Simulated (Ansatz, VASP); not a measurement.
## Sn in VASP and in Ansatz

```
Sn
1.0
    -1.55389    1.59799    2.33834
     1.55389   -1.59799    2.33834
     1.55389    1.59799   -2.33834
Sn
1
Direct
  0.00000 0.00000 0.00000
```

Change from the starting cell: strain -0.1000 x Voigt [1, 1, 0, 0, 0, 0], atoms carried along.

Alike in both runs: task single point; functional PBEsol; k mesh 20 × 20 × 20; occupations gaussian, width 0.15 eV; no spin polarisation.

```csv
,VASP,Ansatz
version,VASP 6.6.1,Ansatz 0.2.0
potentials or method,"VASP PAW PBE potentials, release 64 (Sn_d), cutoff 520 eV","scalar-relativistic, plane waves, PAW"
valence electrons in the cell,14,14
```

```tsv
	VASP	Ansatz	Ansatz less VASP
gap on the k mesh at the Fermi level (eV)	none	none	-
pressure (GPa)	9.9	9.9	+0.01
traceless stress, the component that is largest in VASP (GPa)	0.81	0.81	-0.003
```

VASP's potentials were made for PBE, not for PBEsol. A gap of «none» marks a metal or a gap that the smearing closes.
